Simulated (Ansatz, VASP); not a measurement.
Ta2AlF3 in VASP and in Ansatz

The input INCAR:

```
  PREC = Accurate
  ENCUT = 600
  EDIFF = 1E-6
  ISMEAR = 0
  SIGMA = 0.1
  LREAL = F
  LASPH = T
  NELM = 80
  ALGO = Normal
  ISIF = 3
  LWAVE = F
  LCHARG = F
  GGA = PE
  IBRION = 2
  NSW = 100
  EDIFFG = -0.01
```

KPOINTS

```
regular mesh
0
Gamma
  12 12 10
```

The input POSCAR:

```
Ta2AlF3
1.0
    4.9873816960      0.0000000000      0.0000000000
   -2.4936908480      4.3191992471      0.0000000000
    0.0000000000      0.0000000000      3.8466775665
Ta Al F
2 1 3
Direct
    0.6666666667      0.3333333333      0.0000000000
    0.3333333333      0.6666666667      0.0000000000
    0.0000000000      0.0000000000      0.0000000000
    0.0000000000      0.5000000000      0.5000000000
    0.5000000000      0.0000000000      0.5000000000
    0.5000000000      0.5000000000      0.5000000000
```

Input for Ansatz:

```yaml
crystal:
  lattice:
    - [4.987381696, 0.0, 0.0]
    - [-2.493690848, 4.3191992471, 0.0]
    - [0.0, 0.0, 3.8466775665]
  atoms:
    - { symbol: Ta, position: [0.6666666667, 0.3333333333, 0.0] }
    - { symbol: Ta, position: [0.3333333333, 0.6666666667, 0.0] }
    - { symbol: Al, position: [0.0, 0.0, 0.0] }
    - { symbol: F, position: [0.0, 0.5, 0.5] }
    - { symbol: F, position: [0.5, 0.0, 0.5] }
    - { symbol: F, position: [0.5, 0.5, 0.5] }
basis:
  ecutwfc: 420
kpoints:
  mp_grid: { grid: [12, 12, 10] }
hamiltonian:
  xc: pbe
scf:
  occupations: { method: gaussian, width: 0.1 }
output:
  forces: true
  stress: true
  eigenvalues: true
relax:
  adjacent_minimum: "off"
  f_tol: 0.01
  max_steps: 80
  cell: { stress_tol: 0.05 }
```

Change from the starting cell: species swapped into the PrB2Ru3 type (P6/mmm, No. 191).

Alike in both runs: task relaxation of cell and atoms; functional PBE; k mesh 12 × 12 × 10; occupations gaussian, width 0.1 eV; no spin polarisation.

```csv
,VASP,Ansatz
version,VASP 6.6.1,Ansatz 0.2.0
potentials or method,"VASP PAW PBE potentials, release 64 (Ta_pv, Al, F), cutoff 600 eV","scalar-relativistic, plane waves, PAW"
valence electrons in the cell,46,50
```

|  | VASP | Ansatz | Ansatz less VASP |
| --- | --- | --- | --- |
| gap on the k mesh at the Fermi level, each at its own relaxed structure (eV) | none | none | - |
| relaxed volume (Å³/atom) | 13.82 | 13.84 | +0.016 |
| relaxed length of the cell vector where the two differ most in proportion (Å) | 4.985 | 4.988 | +0.0028 |

A gap of «none» marks a metal or a gap that the smearing closes. VASP's potentials hold 46 valence electrons a cell and Ansatz's 50, so a difference there can come from the potentials and not from the codes.

Spin-orbit coupling is off throughout.
